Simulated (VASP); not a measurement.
AgCl (strained measured structure): one r²SCAN single-point calculation in two programs

```yaml
crystal:
  lattice:
    - [0.00000, 2.76263, 2.77317]
    - [2.76263, 0.00000, 2.77317]
    - [2.76263, 2.76263, 0.00000]
  atoms:
    - { symbol: Ag, position: [0.00000, 0.00000, 0.00000] }
    - { symbol: Cl, position: [0.50000, 0.50000, 0.50000] }
```

Datasets and cutoffs are each program's own. VASP's cell holds 18 valence electrons and Ansatz's 26. Ansatz's stress includes a Pulay correction; VASP's doesn't.

Cutoffs: 520 eV in VASP, 500 eV in Ansatz. k meshes: 8×8×8 and 8×8×8.

```csv
,VASP,Ansatz
gap between bands v and c,1.41 eV,1.46 eV
least direct gap,3.57 eV,3.62 eV
pressure,0.3 GPa,0.4 GPa
```

Band v is the last that the valence electrons fill when counted band by band, and c is the next. Levels in eV from the top of v, Ansatz:

```
point    v−1      v     c    c+1
    Γ  -2.44  -2.44  1.46  11.17
    X  -2.02  -1.89  2.94   8.27
    K  -1.67  -1.07  4.19   7.72
    L  -0.03   0.00  4.71   7.25
    W  -1.99  -1.16  4.77   8.33
```

VASP:

| point | v−1 | v | c | c+1 |
| --- | --- | --- | --- | --- |
| Γ | -2.43 | -2.42 | 1.41 | 11.32 |
| X | -1.99 | -1.87 | 2.90 | 8.32 |
| K | -1.65 | -1.06 | 4.15 | 7.72 |
| L | -0.03 | 0.00 | 4.67 | 7.19 |
| W | -1.97 | -1.16 | 4.74 | 8.33 |

VASP's potentials hold 18 valence electrons a cell and Ansatz's 26, so a difference between the two programs can come from the potentials and not from the codes.
